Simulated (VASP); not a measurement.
Write the native input for VASP 6.6.1 that does the following.

* Task: single point
* Functional: LDA
* Potentials or basis: VASP PAW LDA potentials, release 64 (Ni, O)
* Cutoff: 520 eV
* k mesh: 11 × 11 × 11
* Occupations: fermi-dirac, width 0.05 eV
* Spin: collinear spin, ferromagnetic start
* Starting moments: [1.0, 0.0] μB
* Dipole correction: no
* Further INCAR settings: ALGO = Normal; EDIFF = 1e-06; NBANDS = 19

The structure of NiO lies in POSCAR:

```
NiO
1.0
    0.0000000000      2.1133508634      2.1133508634
    2.1133508634      0.0000000000      2.1133508634
    2.1133508634      2.1133508634      0.0000000000
Ni O
1 1
Direct
    0.0000000000      0.0000000000      0.0000000000
    0.5000000000      0.5000000000      0.5000000000
```

These files were run (other wordings do the same):

INCAR

```
SYSTEM = NiO
PREC = Accurate
ENCUT = 520
EDIFF = 1E-6
ISMEAR = -1
SIGMA = 0.05
LREAL = .FALSE.
LASPH = .TRUE.
NELM = 150
ALGO = Normal
ISIF = 2
LWAVE = .FALSE.
LCHARG = .TRUE.
ISPIN = 2
MAGMOM = 1 0
LORBIT = 11
LMAXMIX = 4
LELF = .TRUE.
LVHAR = .TRUE.
NBANDS = 19
```

KPOINTS

```
regular mesh
0
G
  11 11 11
  0 0 0
```

Potentials or basis: VASP PAW LDA potentials, release 64 (Ni, O).

Run with:

```console
$ cat potpaw_LDA.64/Ni/POTCAR potpaw_LDA.64/O/POTCAR > POTCAR
$ mpirun -np 1 vasp_std > vasp.out
```

It gave:

| Property | Result |
| --- | --- |
| Pressure | -25.5 GPa |
| Net moment | 0.22 μB per cell |
| Site moments | Ni +0.19; O +0.03 μB |
| Valence electrons inside the program's atomic spheres | Ni 9.02; O 4.88 |

Caveat: the cell stands under tension.

Wall time 23 s on 1 thread of Intel(R) Xeon(R) 6975P-C (Granite Rapids), on a shared host, peak memory 0.15 GiB.
